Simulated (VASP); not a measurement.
# NiO (Fm-3m) in VASP: a series of runs, part 2 of 2

VASP 6.6.1.

### Step 4. Single point, PBEsol+U, collinear spin, ferromagnetic start

INCAR

```
SYSTEM = NiO
ALGO     = Normal         ! electronic algorithm
EDIFF    = 1E-6           ! SCF threshold, eV
ENCUT    = 600            ! plane-wave cutoff, eV
GGA      = PS             ! functional
GGA_COMPAT= .False.      
ISIF     = 2              ! what is computed and relaxed
ISMEAR   = -1             ! smearing method
ISPIN    = 2              ! spin polarisation
LASPH    = .True.         ! aspherical terms in the spheres
LCHARG   = .False.        ! write CHGCAR
LDAU     = .True.         ! DFT+U
LDAUJ    = 0 0          
LDAUL    = 2 -1           ! shell
LDAUPRINT= 1            
LDAUTYPE = 2            
LDAUU    = 4 0            ! U, eV
LMAXMIX  = 4              ! l up to which the mixer works
LORBIT   = 11             ! projections on sites
LREAL    = .False.        ! projectors in reciprocal space
LWAVE    = .False.        ! write WAVECAR
MAGMOM   = 1 0            ! initial moments
NBANDS   = 23             ! bands
NELM     = 200            ! most SCF steps
PREC     = Accurate       ! precision mode
SIGMA    = 0.05           ! smearing width, eV
```

KPOINTS

```
k-points
0
Gamma
  11 11 11
  0 0 0
```

POSCAR

```
NiO
1.0
    0.0000000000      2.0859016414      2.0859016414
    2.0859016414      0.0000000000      2.0859016414
    2.0859016414      2.0859016414      0.0000000000
Ni O
1 1
Direct
    0.0000000000      0.0000000000      0.0000000000
    0.5000000000      0.5000000000      0.5000000000
```

Potentials or basis: VASP PAW PBE potentials, release 64 (Ni_sv_GW, O).

Launch:

```bash
$ cat potpaw_PBE.64/Ni_sv_GW/POTCAR potpaw_PBE.64/O/POTCAR > POTCAR
$ mpirun -np 1 vasp_std > vasp.out
```

OUTCAR:

```text
SYSTEM = NiO
   EDIFF = 1E-6
   ENCUT = 600
   GGA = PS
   ISIF = 2
   ISMEAR = -1
   ISPIN = 2
   LASPH = .True.
   LORBIT = 11
   LREAL = .False.
   NELM = 200
   PREC = Accurate

 ion  position               nearest neighbor table
   1  0.000  0.000  0.000-   2 2.09   2 2.09   2 2.09   2 2.09   2 2.09   2 2.09
   2  0.500  0.500  0.500-   1 2.09   1 2.09   1 2.09   1 2.09   1 2.09   1 2.09

  LATTYP: Found a face centered cubic cell.
 ALAT       =     4.1718032828

  Lattice vectors:

 A1 = (   0.0000000000,   2.0859016414,   2.0859016414)
 A2 = (   2.0859016414,   0.0000000000,   2.0859016414)
 A3 = (   2.0859016414,   2.0859016414,   0.0000000000)

Analysis of symmetry for initial positions (statically):
=====================================================================
 Subroutine PRICEL returns:
 Original cell was already a primitive cell.

 Routine SETGRP: Setting up the symmetry group for a
 face centered cubic supercell.

 Subroutine GETGRP returns: Found 48 space group operations
 (whereof 48 operations were pure point group operations)
 out of a pool of 48 trial point group operations.

The static configuration has the point symmetry O_h .

Analysis of symmetry for dynamics (positions and initial velocities):
=====================================================================
 Subroutine PRICEL returns:
 Original cell was already a primitive cell.

 Routine SETGRP: Setting up the symmetry group for a
 face centered cubic supercell.

 Subroutine GETGRP returns: Found 48 space group operations
 (whereof 48 operations were pure point group operations)
 out of a pool of 48 trial point group operations.

The dynamic configuration has the point symmetry O_h .

Analysis of structural, dynamic, and magnetic symmetry:
=====================================================================
 Subroutine PRICEL returns:
 Original cell was already a primitive cell.

 Routine SETGRP: Setting up the symmetry group for a
 face centered cubic supercell.

 Subroutine GETGRP returns: Found 48 space group operations
 (whereof 48 operations were pure point group operations)
 out of a pool of 48 trial point group operations.

The overall configuration has the point symmetry O_h .

 Subroutine INISYM returns: Found 48 space group operations
 (whereof 48 operations are pure point group operations),
 and found     1 'primitive' translations

----------------------------------------------------------------------------------------

                                     Primitive cell

  volume of cell :      18.1515

  direct lattice vectors                    reciprocal lattice vectors
[... 108 lines left out ...]
  volume/ion in A,a.u.               =       9.08        61.25
  Fermi-wavevector in a.u.,A,eV,Ry     =   1.796835  3.395525 43.927965  3.228614
  Thomas-Fermi vector in A             =   2.858301
   LORBIT       =     11    0 simple, 1 ext, 2 COOP (PROOUT), +10 PAW based schemes
 LDA+U is selected, type is set to LDAUTYPE =  2
   angular momentum for each species LDAUL =     2   -1
   U (eV)           for each species LDAUU =   4.0  0.0
   J (eV)           for each species LDAUJ =   0.0  0.0
   GGA     = PS    functional components
   LHFCALC =     F    Hartree Fock is set to
   AEXX    =    0.0000 exact exchange contribution
   IVDW    =     0    specifies the selected vdW correction
   LEPSILON=     F    determine dielectric tensor
   LRPA    =     F    only Hartree local field effects (RPA)
 spin polarized calculation
  energy-cutoff  :      600.00
  volume of cell :       18.15
 maximum number of plane-waves:       620
   NGX = 11   NGY = 11   NGZ = 11

atom =   1  type =  1  l = 2

 onsite density matrix

spin component  1

  0.9329 -0.0000 -0.0000  0.0000  0.0000
 -0.0000  0.9329  0.0000  0.0000  0.0000
 -0.0000  0.0000  0.9666 -0.0000 -0.0000
  0.0000  0.0000 -0.0000  0.9329  0.0000
  0.0000  0.0000 -0.0000  0.0000  0.9666

spin component  2

  0.9237 -0.0000  0.0000  0.0000  0.0000
 -0.0000  0.9237 -0.0000  0.0000 -0.0000
  0.0000 -0.0000  0.1269 -0.0000 -0.0000
  0.0000  0.0000 -0.0000  0.9237  0.0000
  0.0000 -0.0000 -0.0000  0.0000  0.1269

 occupancies and eigenvectors

  o =  0.1269  v =  0.0000  0.0000  0.0000  0.0000  0.0000  0.0000 -0.0000  0.9908 -0.0000  0.1355      0.0000  0.0000  0.0000  0.0000  0.0000  0.0000  0.0000  0.0000  0.0000  0.0000
  o =  0.1269  v =  0.0000  0.0000  0.0000  0.0000  0.0000  0.0000  0.0000 -0.1355 -0.0000  0.9908      0.0000  0.0000  0.0000  0.0000  0.0000  0.0000  0.0000  0.0000  0.0000  0.0000
  o =  0.9237  v =  0.0000  0.0000  0.0000  0.0000  0.0000  0.0000  0.9449  0.0000 -0.3274  0.0000      0.0000  0.0000  0.0000  0.0000  0.0000  0.0000  0.0000  0.0000  0.0000  0.0000
  o =  0.9237  v =  0.0000  0.0000  0.0000  0.0000  0.0000  0.0000  0.3274  0.0000  0.9449 -0.0000      0.0000  0.0000  0.0000  0.0000  0.0000  0.0000  0.0000  0.0000  0.0000  0.0000
  o =  0.9237  v =  0.0000  0.0000  0.0000  0.0000  0.0000  1.0000  0.0000  0.0000  0.0000  0.0000      0.0000  0.0000  0.0000  0.0000  0.0000  0.0000  0.0000  0.0000  0.0000  0.0000
  o =  0.9329  v =  1.0000  0.0000  0.0000  0.0000  0.0000  0.0000  0.0000  0.0000  0.0000  0.0000      0.0000  0.0000  0.0000  0.0000  0.0000  0.0000  0.0000  0.0000  0.0000  0.0000
  o =  0.9329  v =  0.0000  0.0809 -0.0000  0.9967 -0.0000  0.0000  0.0000  0.0000  0.0000  0.0000      0.0000  0.0000  0.0000  0.0000  0.0000  0.0000  0.0000  0.0000  0.0000  0.0000
  o =  0.9329  v =  0.0000 -0.9967  0.0000  0.0809 -0.0000  0.0000  0.0000  0.0000  0.0000  0.0000      0.0000  0.0000  0.0000  0.0000  0.0000  0.0000  0.0000  0.0000  0.0000  0.0000
  o =  0.9666  v =  0.0000 -0.0000  0.0731  0.0000  0.9973  0.0000  0.0000  0.0000  0.0000  0.0000      0.0000  0.0000  0.0000  0.0000  0.0000  0.0000  0.0000  0.0000  0.0000  0.0000
  o =  0.9666  v =  0.0000 -0.0000 -0.9973  0.0000  0.0731  0.0000  0.0000  0.0000  0.0000  0.0000      0.0000  0.0000  0.0000  0.0000  0.0000  0.0000  0.0000  0.0000  0.0000  0.0000

 number of electron      24.0000018 magnetization       2.0000192

 Free energy of the ion-electron system (eV)
  ---------------------------------------------------
  ext. energy  EPLUGINS =         0.00000000
  ---------------------------------------------------
  free energy    TOTEN  =       -11.70413248 eV

  energy without entropy =      -11.70413245  energy(sigma->0) =      -11.70413247

 E-fermi :   7.0989     XC(G=0): -13.3162

 val. band max:        6.4055159157   @ k =   0.4545   0.0000   0.0000
 cond. band min:       7.6967203400   @ k =   0.0000   0.0000   0.0000
 fundamental gap:      1.2912044243
 Fermi energy:         7.0988660830

 spin component 1

 k-point     1 :       0.0000    0.0000    0.0000
  band No.  band energies     occupation
      1     -97.4836      1.00000
      2     -58.0078      1.00000
      3     -58.0078      1.00000
      4     -58.0078      1.00000
      5     -13.1886      1.00000
      6       1.6354      1.00000
[... 1241 lines left out ...]
     22      38.0989      0.00000
     23      38.5986      0.00000

 [... further k-points ...]
[... 5 lines left out ...]
  --------------------------------------------------------------------------------------
  -------------------------------------------------------------------------------------
  Total       -0.2016088     -0.2016088     -0.2016088      0.0000000      0.0000000     -0.0000000
  in kB      -17.7954324    -17.7954324    -17.7954324      0.0000000      0.0000000     -0.0000000
  external PRESSURE =     -17.7954324 kB  Pullay stress =       0.0000000 kB

 VOLUME and BASIS-vectors are now :
 -----------------------------------------------------------------------------
  energy-cutoff  :      600.00
  volume of cell :       18.15
      direct lattice vectors                 reciprocal lattice vectors
     0.000000000  2.085901641  2.085901641    -0.239704495  0.239704495  0.239704495
     2.085901641  0.000000000  2.085901641     0.239704495 -0.239704495  0.239704495
     2.085901641  2.085901641  0.000000000     0.239704495  0.239704495 -0.239704495

 POSITION                                       TOTAL-FORCE (eV/Angst)
 -----------------------------------------------------------------------------------
      0.00000      0.00000      0.00000        -0.000000      0.000000      0.000000
      2.08590      2.08590      2.08590         0.000000     -0.000000     -0.000000
 -----------------------------------------------------------------------------------
    total drift:                                0.000000     -0.000000     -0.000000

  FREE ENERGIE OF THE ION-ELECTRON SYSTEM (eV)
  ---------------------------------------------------
  free  energy   TOTEN  =       -11.7041324847 eV

  energy  without entropy=      -11.7041324455  energy(sigma->0) =      -11.70413247

 total charge

# of ion       s       p       d       f       tot
--------------------------------------------------
    1        2.163   6.239   7.730   0.010  16.141
    2        1.540   3.461   0.000   0.000   5.001
--------------------------------------------------
tot          3.702   9.700   7.730   0.010  21.142

 magnetization (x)

# of ion       s       p       d       f       tot
--------------------------------------------------
    1        0.009   0.013   1.705   0.001   1.728
    2        0.026   0.206   0.000   0.000   0.232
--------------------------------------------------
tot          0.035   0.218   1.705   0.001   1.960
```

Run time: 57 s. Hardware: 1 thread of Intel Xeon Platinum 8259CL at 2.50GHz (Skylake/Cascade Lake), shared host; peak memory 0.19 GiB.

What came out:

```yaml
Free_energy: -11.7041 eV
Pressure: -1.8 GPa
Band_gap_on_the_k_mesh: 1.29 eV, indirect (least direct gap 2.11 eV)
Net_moment: 2.00 μB per cell
Site_moments: Ni +1.73; O +0.23 μB
Valence_electrons_inside_the_program's_atomic_spheres: Ni 16.14; O 5.00
```

Eigenvalues of the final occupation matrices:
```
    site  spin  trace               eigenvalues
site 1 d     1   4.73  0.93 0.93 0.93 0.97 0.97
site 1 d     2   3.02  0.13 0.13 0.92 0.92 0.92
```

Caveat: the PAW data sets were made with another functional, which shifts forces and pressure a little; a cell with one magnetic atom can't hold antiferromagnetic order, which such compounds often take.

### Step 5. Single point, LDA+U, collinear spin, ferromagnetic start

INCAR

```
SYSTEM = NiO
  PREC = Accurate
  ENCUT = 520
  EDIFF = 1E-6
  ISMEAR = 1
  SIGMA = 0.01
  LREAL = .False.
  LASPH = .True.
  NELM = 150
  ALGO = Normal
  ISIF = 2
  LWAVE = .False.
  LCHARG = .False.
  ISPIN = 2
  MAGMOM = 1 0
  LORBIT = 11
  LMAXMIX = 4
  LDAU = .True.
  LDAUTYPE = 2
  LDAUL = 2 -1
  LDAUU = 7 0
  LDAUJ = 0 0
  LDAUPRINT = 1
  NBANDS = 19
```

KPOINTS

```
regular mesh
0
Gamma
  11 11 11
  0 0 0
```

POSCAR is that of step 4.

Potentials or basis: VASP PAW LDA potentials, release 64 (Ni, O).

Launch:

```bash
$ cat potpaw_LDA.64/Ni/POTCAR potpaw_LDA.64/O/POTCAR > POTCAR
$ mpirun -np 1 vasp_std > vasp.out
```

Run time: 31 s. Hardware: 1 thread of Intel Xeon Platinum 8259CL at 2.50GHz (Skylake/Cascade Lake), shared host; peak memory 0.15 GiB.

It converged, with:

```yaml
Free_energy: -11.5039 eV
Pressure: -17.0 GPa
Band_gap_on_the_k_mesh: 2.22 eV, indirect (least direct gap 2.87 eV)
Net_moment: 2.00 μB per cell
Site_moments: Ni +1.81; O +0.19 μB
Valence_electrons_inside_the_program's_atomic_spheres: Ni 9.06; O 4.99
```

Levels at points of the mesh, in eV from the valence-band top:
Spin up:
| k point | band 6 | band 7 | band 8 | band 9 | band 10 | band 11 | band 12 | band 13 |
| --- | --- | --- | --- | --- | --- | --- | --- | --- |
| (0.00, 0.00, 0.00) | -5.28 | -1.36 | -1.36 | -1.36 | 2.89 | 17.53 | 17.53 | 17.53 |
Spin down:
```
           k point  band 4  band 5  band 6  band 7  band 8  band 9  band 10  band 11
(0.00, 0.00, 0.00)   -4.12   -0.99   -0.99   -0.99    2.22    2.22     3.24    17.91
```

Eigenvalues of the final occupation matrices:
| site | spin | trace | eigenvalues |
| --- | --- | --- | --- |
| site 1 d | 1 | 5.05 | 0.99 0.99 0.99 1.04 1.04 |
| site 1 d | 2 | 3.26 | 0.15 0.15 0.98 0.98 0.98 |

Caveat: a cell with one magnetic atom can't hold antiferromagnetic order, which such compounds often take.

### Step 6. Single point, PBE+D4+U, collinear spin, ferromagnetic start

This run uses another cell than the first one, of 9.71 Å³/atom, 1.070 times its volume.

INCAR

```
  PREC = Accurate
  ENCUT = 520
  EDIFF = 1E-7
  ISMEAR = 0
  SIGMA = 0.02
  LREAL = False
  LASPH = True
  NELM = 150
  ALGO = Normal
  ISIF = 2
  LWAVE = False
  LCHARG = True
  ISPIN = 2
  MAGMOM = 1.94 0.17
  LORBIT = 11
  LMAXMIX = 4
  LDAU = True
  LDAUTYPE = 2
  LDAUL = 2 -1
  LDAUU = 8 0
  LDAUJ = 0 0
  LDAUPRINT = 1
  GGA = PE
  IVDW = 13
  LELF = True
  LVHAR = True
  NBANDS = 19
```

KPOINTS

```
regular mesh
0
Gamma
  11 11 11
```

POSCAR

```
NiO
1.0
    0.0000000000      2.1332722462      2.1332722462
    2.1332722462      0.0000000000      2.1332722462
    2.1332722462      2.1332722462      0.0000000000
Ni O
1 1
Direct
    0.0000000000      0.0000000000      0.0000000000
    0.5000000000      0.5000000000      0.5000000000
```

Potentials or basis: VASP PAW PBE potentials, release 64 (Ni, O).

Launch:

```bash
$ cat potpaw_PBE.64/Ni/POTCAR potpaw_PBE.64/O/POTCAR > POTCAR
$ mpirun -np 1 vasp_std > vasp.out
```

Run time: 41 s. Hardware: 1 thread of Intel Xeon Platinum 8259CL at 2.50GHz (Skylake/Cascade Lake), shared host; peak memory 0.17 GiB.

It converged, with:

```yaml
Free_energy: -10.5892 eV
Pressure: -14.2 GPa
Band_gap_on_the_k_mesh: 2.63 eV, indirect (least direct gap 3.22 eV)
Net_moment: 2.00 μB per cell
Site_moments: Ni +1.88; O +0.12 μB
Valence_electrons_inside_the_program's_atomic_spheres: Ni 8.90; O 5.00
Dispersion_energy_per_atom: -0.328 eV
```

Levels at points of the mesh, in eV from the valence-band top:
Spin up:
| k point | band 6 | band 7 | band 8 | band 9 | band 10 | band 11 | band 12 | band 13 |
| --- | --- | --- | --- | --- | --- | --- | --- | --- |
| (0.00, 0.00, 0.00) | -5.71 | -0.85 | -0.85 | -0.85 | 2.63 | 17.10 | 17.10 | 17.10 |
Spin down:
| k point | band 4 | band 5 | band 6 | band 7 | band 8 | band 9 | band 10 | band 11 |
| --- | --- | --- | --- | --- | --- | --- | --- | --- |
| (0.00, 0.00, 0.00) | -4.69 | -0.60 | -0.60 | -0.60 | 2.96 | 3.58 | 3.58 | 17.37 |

Eigenvalues of the final occupation matrices:
```csv
site,spin,trace,eigenvalues
site 1 d,1,5.04,0.99 0.99 0.99 1.04 1.04
site 1 d,2,3.17,0.11 0.11 0.99 0.99 0.99
```

Caveat: a cell with one magnetic atom can't hold antiferromagnetic order, which such compounds often take. A k mesh can miss the band edges.

### Step 7. The runs side by side

| task | level | potentials or basis | U | cell | k mesh | cutoff (eV) | smearing | k mesh for the DOS | occupations for the DOS | second run | gap on the mesh (eV) | pressure (GPa) | moment (μB) |
| --- | --- | --- | --- | --- | --- | --- | --- | --- | --- | --- | --- | --- | --- |
| density of states | BLYP | VASP PAW PBE potentials, release 64 (Ni, O) | - | a = 2.950 Å, angles 60.0°, 2 atoms | 6 × 6 × 6 | 520 | fermi-dirac 0.05 eV | 9 × 9 × 9 | tetrahedron | - | - | - | 1.71 |
| single point | PBEsol+U | VASP PAW PBE potentials, release 64 (Ni, O) | Ni d U = 6.0 eV | a = 2.950 Å, angles 60.0°, 2 atoms | 11 × 11 × 11 | 520 | fermi-dirac 0.05 eV | - | - | - | 2.21 | -6.7 | 2.00 |
| single point | PBEsol+U | VASP PAW PBE potentials, release 64 (Ni_sv_GW, O) | Ni d U = 4.0 eV | a = 2.950 Å, angles 60.0°, 2 atoms | 11 × 11 × 11 | 600 | fermi-dirac 0.05 eV | - | - | valence_matched | 1.29 | -1.8 | 2.00 |
| single point | LDA+U | VASP PAW LDA potentials, release 64 (Ni, O) | Ni d U = 7.0 eV | a = 2.950 Å, angles 60.0°, 2 atoms | 11 × 11 × 11 | 520 | methfessel-paxton 0.01 eV | - | - | - | 2.22 | -17.0 | 2.00 |
| single point | PBE+D4+U | VASP PAW PBE potentials, release 64 (Ni, O) | Ni d U = 8.0 eV | a = 3.017 Å, angles 60.0°, 2 atoms | 11 × 11 × 11 | 520 | gaussian 0.02 eV | - | - | - | 2.63 | -14.2 | 2.00 |

Alike in all rows: spin collinear, ferromagnetic start.

Caveats: some runs use coarse meshes; a cell with one magnetic atom can't hold antiferromagnetic order, which such compounds often take; the PAW data sets were made with another functional, which shifts forces and pressure a little (some runs); semilocal functionals often make such compounds metallic where correlation or magnetic order opens a gap, which also shifts bond lengths (some runs).

Absolute energies hang on the potentials; compare differences alone.
